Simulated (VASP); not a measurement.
# Ga25N24 (a cell with a defect) in VASP: single point with PBE

Aim: the single point of Ga25N24 (a cell with a defect) with PBE.

Everything below comes from runs of VASP 6.6.1. Logs are shortened: lines on timing, memory, paths and dates and some standing lists are left out, and cuts for length are marked.

## Step 1: The cell of the first run

The cell holds a defect, 49 atoms: a = 8.302 Å, b = 8.302 Å, c = 8.302 Å, α = 84.36°, β = 84.36°, γ = 84.36°.

## Step 2: Single point, PBE (with an interstitial atom, then relaxed in part)

INCAR

```
SYSTEM = Ga25N24
  PREC = Accurate
  ENCUT = 520
  EDIFF = 1E-6
  ISMEAR = 0
  SIGMA = 0.01
  LREAL = Auto
  LASPH = .TRUE.
  NELM = 80
  ALGO = Normal
  ISIF = 2
  LWAVE = .FALSE.
  LCHARG = .TRUE.
  GGA = PE
  LELF = .TRUE.
  LVHAR = .TRUE.
  NELECT = 444.0
  NBANDS = 252
```

KPOINTS

```
Automatic mesh
0
Gamma
  2 2 2
  0.5 0.5 0.5
```

POSCAR

```
Ga25N24
1.0
   -3.2183708023      5.5743817471     -5.2431683749
    6.4367416045      0.0000000001     -5.2431683749
   -3.2183708022     -5.5743817471     -5.2431683749
Ga N
25 24
Direct
    0.0051581612      0.1739863805      0.3399269483
    0.6662626879      0.3353374337      0.4995538195
    0.3399269483      0.0051581612      0.1739863805
    0.1694378612      0.8333822072      0.4992496041
    0.8333822072      0.4992496041      0.1694378612
    0.4995538195      0.6662626879      0.3353374337
    0.1739863805      0.3399269483      0.0051581612
    0.8231105076      0.0035252085      0.6425618176
    0.4992496041      0.1694378612      0.8333822072
    0.0035252085      0.6425618176      0.8231105076
    0.6425618176      0.8231105076      0.0035252085
    0.3353374337      0.4995538195      0.6662626879
    0.0131983350      0.8451872952      0.1813254717
    0.6661008897      0.0023477133      0.3324712926
    0.3324712926      0.6661008897      0.0023477133
    0.1693663604      0.5016928424      0.3344922328
    0.8451872952      0.1813254717      0.0131983350
    0.5016928424      0.3344922328      0.1693663604
    0.1813254717      0.0131983350      0.8451872952
    0.8322710125      0.6660259425      0.4969915398
    0.4969915398      0.8322710125      0.6660259425
    0.0023477133      0.3324712926      0.6661008897
    0.6660259425      0.4969915398      0.8322710125
    0.3344922328      0.1693663604      0.5016928424
    0.9197653394      0.9197653394      0.9197653394
    0.8756016407      0.0498779686      0.2243307000
    0.5410791621      0.2085377839      0.3760058815
    0.2243307000      0.8756016407      0.0498779686
    0.0419047733      0.7071041189      0.3763027449
    0.7071041189      0.3763027449      0.0419047733
    0.3760058815      0.5410791621      0.2085377839
    0.0498779686      0.2243307000      0.8756016407
    0.7012408367      0.8700380089      0.5356769347
    0.3763027449      0.0419047733      0.7071041189
    0.8700380089      0.5356769347      0.7012408367
    0.5356769347      0.7012408367      0.8700380089
    0.2085377839      0.3760058815      0.5410791621
    0.2095253486      0.0429906621      0.3784174878
    0.8742452057      0.2119332535      0.5431383147
    0.5431383147      0.8742452057      0.2119332535
    0.3735714202      0.7070608738      0.5412896703
    0.0429906621      0.3784174878      0.2095253486
    0.7070608738      0.5412896703      0.3735714202
    0.3784174878      0.2095253486      0.0429906621
    0.0333798429      0.8675441477      0.7009187579
    0.7009187579      0.0333798429      0.8675441477
    0.2119332535      0.5431383147      0.8742452057
    0.8675441477      0.7009187579      0.0333798429
    0.5412896703      0.3735714202      0.7070608738
```

Potentials or basis: VASP PAW PBE potentials, release 64 (Ga_d, N).

On the command line:

```bash
> cat potpaw_PBE.64/Ga_d/POTCAR potpaw_PBE.64/N/POTCAR > POTCAR
> mpirun -np 1 vasp_std > vasp.out
```

OUTCAR:

```text
SYSTEM = Ga25N24
   PREC = Accurate
   ENCUT = 520
   EDIFF = 1E-6
   ISMEAR = 0
   LREAL = Auto
   LASPH = .TRUE.
   NELM = 80
   ISIF = 2
   GGA = PE
   NELECT = 444.0

 ion  position               nearest neighbor table
   1  0.005  0.174  0.340-  26 1.94  39 1.95  42 1.96  38 1.96
   2  0.666  0.335  0.500-  43 1.96  49 1.96  39 1.97  27 1.97
   3  0.340  0.005  0.174-  28 1.94  40 1.95  38 1.96  44 1.96
   4  0.169  0.833  0.499-  41 1.95  45 1.95  38 1.96  29 1.98
   5  0.833  0.499  0.169-  43 1.95  48 1.95  42 1.96  30 1.98
   6  0.500  0.666  0.335-  41 1.96  43 1.96  40 1.97  31 1.97
   7  0.174  0.340  0.005-  32 1.94  47 1.95  44 1.96  42 1.96
   8  0.823  0.004  0.643-  33 1.91  39 1.91  45 2.06  46 2.06  25 2.52
   9  0.499  0.169  0.833-  49 1.95  46 1.95  44 1.96  34 1.98
  10  0.004  0.643  0.823-  35 1.91  47 1.91  48 2.06  45 2.06  25 2.52
  11  0.643  0.823  0.004-  36 1.91  40 1.91  46 2.06  48 2.06  25 2.52
  12  0.335  0.500  0.666-  49 1.96  41 1.96  47 1.97  37 1.97
  13  0.013  0.845  0.181-  29 1.91  26 1.99  28 2.00  48 2.30  25 2.38
  14  0.666  0.002  0.332-  26 1.94  40 1.95  33 1.95  27 1.96
  15  0.332  0.666  0.002-  28 1.94  47 1.95  36 1.95  31 1.96
  16  0.169  0.502  0.334-  37 1.96  31 1.96  29 1.96  42 1.96
  17  0.845  0.181  0.013-  30 1.91  32 1.99  26 2.00  46 2.30  25 2.38
  18  0.502  0.334  0.169-  31 1.96  27 1.96  30 1.96  44 1.96
  19  0.181  0.013  0.845-  34 1.91  28 1.99  32 2.00  45 2.30  25 2.38
  20  0.832  0.666  0.497-  35 1.95  33 1.96  43 1.96  29 1.96
  21  0.497  0.832  0.666-  33 1.95  36 1.96  41 1.96  34 1.96
  22  0.002  0.332  0.666-  32 1.94  39 1.95  35 1.95  37 1.96
  23  0.666  0.497  0.832-  36 1.95  35 1.96  49 1.96  30 1.96
  24  0.334  0.169  0.502-  27 1.96  37 1.96  34 1.96  38 1.96
  25  0.920  0.920  0.920-  45 2.03  46 2.03  48 2.03  17 2.38  13 2.38  19 2.38  10 2.52   8 2.52
                            11 2.52
  26  0.876  0.050  0.224-  14 1.94   1 1.94  13 1.99  17 2.00
  27  0.541  0.209  0.376-  24 1.96  18 1.96  14 1.96   2 1.97
  28  0.224  0.876  0.050-  15 1.94   3 1.94  19 1.99  13 2.00
  29  0.042  0.707  0.376-  13 1.91  16 1.96  20 1.96   4 1.98
  30  0.707  0.376  0.042-  17 1.91  18 1.96  23 1.96   5 1.98
  31  0.376  0.541  0.209-  18 1.96  16 1.96  15 1.96   6 1.97
[... 11 lines left out ...]
  43  0.707  0.541  0.374-   5 1.95   2 1.96  20 1.96   6 1.96
  44  0.378  0.210  0.043-   7 1.96   3 1.96   9 1.96  18 1.96
  45  0.033  0.868  0.701-   4 1.95  25 2.03   8 2.06  10 2.06  19 2.30
  46  0.701  0.033  0.868-   9 1.95  25 2.03  11 2.06   8 2.06  17 2.30
  47  0.212  0.543  0.874-  10 1.91  15 1.95   7 1.95  12 1.97
  48  0.868  0.701  0.033-   5 1.95  25 2.03  10 2.06  11 2.06  13 2.30
  49  0.541  0.374  0.707-   9 1.95  12 1.96  23 1.96   2 1.96

  LATTYP: Found a trigonal (rhomboedric) cell.
 ALAT       =     8.3019550162
 COS(alpha) =     0.0982987788

  Lattice vectors:

 A1 = (  -3.2183708023,   5.5743817471,  -5.2431683749)
 A2 = (   6.4367416045,   0.0000000001,  -5.2431683749)
 A3 = (  -3.2183708022,  -5.5743817471,  -5.2431683749)

Analysis of symmetry for initial positions (statically):
=====================================================================
 Subroutine PRICEL returns:
 Original cell was already a primitive cell.

 Routine SETGRP: Setting up the symmetry group for a
 trigonal (rhombohedral) supercell.

 Subroutine GETGRP returns: Found  3 space group operations
 (whereof  3 operations were pure point group operations)
 out of a pool of 12 trial point group operations.

The static configuration has the point symmetry C_3 .

Analysis of symmetry for dynamics (positions and initial velocities):
=====================================================================
 Subroutine PRICEL returns:
 Original cell was already a primitive cell.

 Routine SETGRP: Setting up the symmetry group for a
 trigonal (rhombohedral) supercell.

 Subroutine GETGRP returns: Found  3 space group operations
 (whereof  3 operations were pure point group operations)
 out of a pool of 12 trial point group operations.

The dynamic configuration has the point symmetry C_3 .

 Subroutine INISYM returns: Found  3 space group operations
 (whereof  3 operations are pure point group operations),
 and found     1 'primitive' translations

----------------------------------------------------------------------------------------

                                     Primitive cell

  volume of cell :     564.3881

  direct lattice vectors                    reciprocal lattice vectors
    -3.218370802  5.574381747 -5.243168375    -0.051786036  0.089696046 -0.063574791
     6.436741604  0.000000000 -5.243168375     0.103572072  0.000000000 -0.063574791
    -3.218370802 -5.574381747 -5.243168375    -0.051786036 -0.089696046 -0.063574791

  length of vectors
     8.301955016  8.301955016  8.301955016     0.121527479  0.121527479  0.121527479

  position of ions in fractional coordinates (direct lattice)
     0.005158161  0.173986380  0.339926948
     0.666262688  0.335337434  0.499553820
     0.339926948  0.005158161  0.173986380
     0.169437861  0.833382207  0.499249604
     0.833382207  0.499249604  0.169437861
     0.499553820  0.666262688  0.335337434
[... 41 lines left out ...]
     0.867544148  0.700918758  0.033379843
     0.541289670  0.373571420  0.707060874

  ion indices of the primitive-cell ions
   primitive index   ion index
                 1           1
                 2           2
                 3           3
                 4           4
                 5           5
                 6           6
[... 41 lines left out ...]
                48          48
                49          49

----------------------------------------------------------------------------------------

 KPOINTS: Automatic mesh

Automatic generation of k-mesh.
 Grid dimensions read from file:
 generate k-points for:    2    2    2

 Generating k-lattice:

  Cartesian coordinates                     Fractional coordinates (reciprocal lattice)
    -0.025893018  0.044848023 -0.031787395     0.500000000 -0.000000000 -0.000000000
     0.051786036  0.000000000 -0.031787395     0.000000000  0.500000000  0.000000000
    -0.025893018 -0.044848023 -0.031787395     0.000000000  0.000000000  0.500000000

  Length of vectors
     0.060763740  0.060763740  0.060763740

  Shift w.r.t. Gamma in fractional coordinates (k-lattice)
     0.500000000  0.500000000  0.500000000

 Subroutine IBZKPT returns following result:
 ===========================================

 Found      2 irreducible k-points:

 Following reciprocal coordinates:
            Coordinates               Weight
  0.250000  0.250000  0.250000      2.000000
 -0.250000  0.250000  0.250000      6.000000
   k-points           NKPTS =      2   k-points in BZ     NKDIM =      2   number of bands    NBANDS=    252
   number of dos      NEDOS =    301   number of ions     NIONS =     49
   total plane-waves  NPLWV = 262144
   dimension x,y,z NGX =    64 NGY =   64 NGZ =   64
   dimension x,y,z NGXF=   128 NGYF=  128 NGZF=  128
   ions per type =              25  24
   NGX,Y,Z   is equivalent  to a cutoff of  12.82, 12.82, 12.82 a.u.
   NGXF,Y,Z  is equivalent  to a cutoff of  25.63, 25.63, 25.63 a.u.
 SYSTEM =  Ga25N24
   PREC   = accura    normal or accurate (medium, high low for compatibility)
   ISTART =      0    job   : 0-new  1-cont  2-samecut
   ICHARG =      2    charge: 1-file 2-atom 10-const
   ISPIN  =      1    spin polarized calculation?
   LNONCOLLINEAR =      F non collinear calculations
   LSORBIT =      F    spin-orbit coupling
   LASPH  =      T    aspherical Exc in radial PAW
   ENCUT  =  520.0 eV  38.22 Ry    6.18 a.u.  15.44 15.44 15.44*2*pi/ulx,y,z
   NELM   =     80;   NELMIN=  2; NELMDL= -5     # of ELM steps
   EDIFF  = 0.1E-05   stopping-criterion for ELM
   LREAL  =      T    real-space projection
   EDIFFG = 0.1E-04   stopping-criterion for IOM
   NSW    =      0    number of steps for IOM
   IBRION =     -1    ionic relax: 0-MD 1-quasi-New 2-CG
   NFREE  =      0    steps in history (QN), initial steepest desc. (CG)
   ISIF   =      2    stress and relaxation
   ISYM   =      2    0-nonsym 1-usesym 2-fastsym
   POTIM  = 0.5000    time-step for ionic-motion
   TEBEG  =    0.0;   TEEND  =   0.0 temperature during run
   PSTRESS=    0.0 pullay stress
   NELECT =     444.0000    total number of electrons
   NUPDOWN=      -1.0000    fix difference up-down
   EMIN   =  10.00;   EMAX   =-10.00  energy-range for DOS
   EFERMI =   0.00;   METHOD = LEGACY
   ISMEAR =     0;   SIGMA  =   0.01  broadening in eV -4-tet -1-fermi 0-gaus
   EFERMI_NEDOS =   21; number of points for ismear=-14 and -15
   IALGO  =     38    algorithm
   IMIX   =      4    mixing-type and parameters
     AMIX     =   0.40;   BMIX     =  1.00
     AMIX_MAG =   1.60;   BMIX_MAG =  1.00
  volume/ion in A,a.u.               =      11.52        77.73
  Fermi-wavevector in a.u.,A,eV,Ry     =   1.511274  2.855894 31.075014  2.283949
  Thomas-Fermi vector in A             =   2.621353
   LORBIT       =      0    0 simple, 1 ext, 2 COOP (PROOUT), +10 PAW based schemes
   GGA     = PE    functional components
   LHFCALC =     F    Hartree Fock is set to
   AEXX    =    0.0000 exact exchange contribution
   IVDW    =     0    specifies the selected vdW correction
   LEPSILON=     F    determine dielectric tensor
   LRPA    =     F    only Hartree local field effects (RPA)
 non-spin polarized calculation
 Gauss-broadening in eV      SIGMA  =   0.01
  energy-cutoff  :      520.00
  volume of cell :      564.39
 maximum number of plane-waves:     15214
 NGX is ok and might be reduce to    64
   NGX = 31   NGY = 31   NGZ = 31

 number of electron     443.9999973 magnetization

 Free energy of the ion-electron system (eV)
  ---------------------------------------------------
  ext. energy  EPLUGINS =         0.00000000
  ---------------------------------------------------
  free energy    TOTEN  =      -294.81247173 eV

  energy without entropy =     -294.81247173  energy(sigma->0) =     -294.81247173

 E-fermi :   7.1825     XC(G=0): -11.6465

 val. band max:        7.1096593585   @ k =  -0.2500   0.2500   0.2500
 cond. band min:       8.3237427857   @ k =   0.2500   0.2500   0.2500
 fundamental gap:      1.2140834272
 Fermi energy:         7.1825489629

 k-point     1 :       0.2500    0.2500    0.2500
  band No.  band energies     occupation
      1     -10.4710      2.00000
      2     -10.0706      2.00000
      3     -10.0198      2.00000
      4     -10.0173      2.00000
      5      -9.8698      2.00000
      6      -9.8547      2.00000
[... 226 lines left out ...]
    233      10.3363      0.00000
    234      10.4224      0.00000

 k-point     2 :      -0.2500    0.2500    0.2500
  band No.  band energies     occupation
      1     -10.4335      2.00000
      2     -10.0999      2.00000
      3     -10.0579      2.00000
      4     -10.0286      2.00000
      5      -9.8979      2.00000
      6      -9.8771      2.00000
[... 226 lines left out ...]
    233      10.3703      0.00000
    234      10.4678      0.00000
 [bands above 234 left out]

------------------------ aborting loop because EDIFF is reached ----------------------------------------

  FORCE on cell =-STRESS in cart. coord.  units (eV):
  Direction    XX          YY          ZZ          XY          YZ          ZX
  --------------------------------------------------------------------------------------
  -------------------------------------------------------------------------------------
  Total        7.9056597      7.9056597     21.5271647     -0.0000000     -0.0000000      0.0000000
  in kB       22.4424805     22.4424805     61.1110259     -0.0000000     -0.0000000      0.0000000
  external PRESSURE =      35.3319957 kB  Pullay stress =       0.0000000 kB

 VOLUME and BASIS-vectors are now :
 -----------------------------------------------------------------------------
  energy-cutoff  :      520.00
  volume of cell :      564.39
      direct lattice vectors                 reciprocal lattice vectors
    -3.218370802  5.574381747 -5.243168375    -0.051786036  0.089696046 -0.063574791
     6.436741604  0.000000000 -5.243168375     0.103572072  0.000000000 -0.063574791
    -3.218370802 -5.574381747 -5.243168375    -0.051786036 -0.089696046 -0.063574791

 POSITION                                       TOTAL-FORCE (eV/Angst)
 -----------------------------------------------------------------------------------
      0.00929     -1.86613     -2.72158         0.000492     -0.002034      0.008048
     -1.59355      0.92930     -7.87080        -0.002929      0.001677     -0.002161
     -1.62076      0.92502     -2.72158        -0.002007      0.000591      0.008048
      3.21218     -1.83850     -7.87560        -0.004176      0.003824     -0.004452
     -0.01391      3.70108     -7.87560        -0.001223     -0.005528     -0.004452
      1.60157      0.91540     -7.87080         0.002917      0.001698     -0.002161
[... 41 lines left out ...]
      1.61213      4.64995     -8.39873        -0.022970     -0.012924      0.019702
     -1.61307     -0.92407     -8.50401        -0.003661     -0.002106      0.003848
 -----------------------------------------------------------------------------------
    total drift:                                0.000002      0.000002      0.027841

  FREE ENERGIE OF THE ION-ELECTRON SYSTEM (eV)
  ---------------------------------------------------
  free  energy   TOTEN  =      -294.8124717252 eV

  energy  without entropy=     -294.8124717252  energy(sigma->0) =     -294.81247173
```

It took 17 min on 1 thread of Oxide Virtual Turin-like, shared host; peak memory 0.63 GiB.

What came out:

| Property | Result |
| --- | --- |
| Free energy | -294.8125 eV |
| Largest force | 0.033 eV/Å |

Forces in eV/Å, atoms in the order of the input:
```
Ga   0.000 -0.002  0.008
Ga  -0.003  0.002 -0.002
Ga  -0.002  0.001  0.008
Ga  -0.004  0.004 -0.004
Ga  -0.001 -0.006 -0.004
Ga   0.003  0.002 -0.002
Ga   0.002  0.001  0.008
Ga   0.024  0.016  0.016
Ga   0.005  0.002 -0.004
Ga  -0.026  0.013  0.016
Ga   0.001 -0.029  0.016
Ga   0.000 -0.003 -0.002
Ga  -0.009 -0.004 -0.021
Ga  -0.007  0.002  0.000
Ga   0.005  0.005  0.000
Ga  -0.004 -0.002 -0.006
Ga   0.008 -0.006 -0.021
Ga   0.004 -0.002 -0.006
Ga   0.001  0.010 -0.021
Ga  -0.004 -0.006 -0.002
Ga  -0.004  0.007 -0.002
Ga   0.001 -0.007  0.000
Ga   0.008  0.000 -0.002
Ga   0.000  0.004 -0.006
Ga   0.000  0.000 -0.031
N    0.000 -0.014 -0.006
N   -0.001 -0.003  0.002
N   -0.012  0.007 -0.006
N    0.004  0.001  0.010
N   -0.003  0.003  0.010
N   -0.002  0.002  0.002
N    0.012  0.007 -0.006
N    0.002 -0.002 -0.005
N   -0.001 -0.004  0.010
N    0.001  0.003 -0.005
N   -0.003 -0.001 -0.005
N    0.003  0.000  0.002
N    0.000  0.000  0.000
N   -0.008 -0.002 -0.002
N    0.002  0.008 -0.002
N    0.004 -0.002  0.004
N    0.000  0.000  0.000
N    0.000  0.004  0.004
N    0.000  0.000  0.000
N    0.000  0.026  0.020
N    0.023 -0.013  0.020
N    0.006 -0.006 -0.002
N   -0.023 -0.013  0.020
N   -0.004 -0.002  0.004
```

Caveat: the cell carries a net charge on a neutralising background, which shifts energy and pressure; the cell differs from its parent crystal (with an interstitial atom, then relaxed in part); the cell is charged against a uniform background, so pressure and absolute levels hang on convention.
